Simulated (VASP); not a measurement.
Set up this calculation in VASP 6.6.1, as the native input.

* Task: single point
* Functional: PBEsol
* Potentials or basis: VASP PAW PBE potentials, release 64 (Cd, Te)
* Cutoff: 520 eV
* k mesh: 6 × 6 × 6
* Occupations: gaussian, width 0.01 eV
* Spin: no spin polarisation
* Dipole correction: no
* Further INCAR settings: ALGO = Normal; EDIFF = 1e-07; NBANDS = 16

The structure of CdTe lies in POSCAR:

```
CdTe
1.0
    3.2122575946      3.2122575946      0.0000000000
   -3.2122575946      3.2122575946      0.0000000000
    0.0000000000      3.2122575946      3.2641728689
Cd Te
1 1
Direct
    0.0000000000      0.0000000000      0.0000000000
    0.7500000000      0.2500000000      0.5000000000
```

This cell differs from its parent crystal: in-plane strain -0.01.

One way to write it, as run:

INCAR

```
SYSTEM = CdTe
  PREC = Accurate
  ENCUT = 520
  EDIFF = 1E-7
  ISMEAR = 0
  SIGMA = 0.01
  LREAL = .FALSE.
  LASPH = .TRUE.
  NELM = 100
  ALGO = Normal
  ISIF = 2
  LWAVE = .FALSE.
  LCHARG = .FALSE.
  GGA = PS
  NBANDS = 16
```

KPOINTS

```
regular mesh
0
G
  6 6 6
  0 0 0
```

Potentials or basis: VASP PAW PBE potentials, release 64 (Cd, Te).

Launch:

```sh
$ cat potpaw_PBE.64/Cd/POTCAR potpaw_PBE.64/Te/POTCAR > POTCAR
$ mpirun -np 1 vasp_std > vasp.out
```

It gave:

```json
{"Pressure": "0.8 GPa", "Band gap on the k mesh": "0.67 eV, direct"}
```

Caveat: the cell differs from its parent crystal (in-plane strain -0.01); the PAW data sets were made with another functional, which shifts forces and pressure a little; spin-orbit coupling is left out, which moves the levels of the heavy elements.

It took 29 s on 1 thread of AMD EPYC 7R13 Processor (Zen 3), on a shared host, peak memory 0.19 GiB.
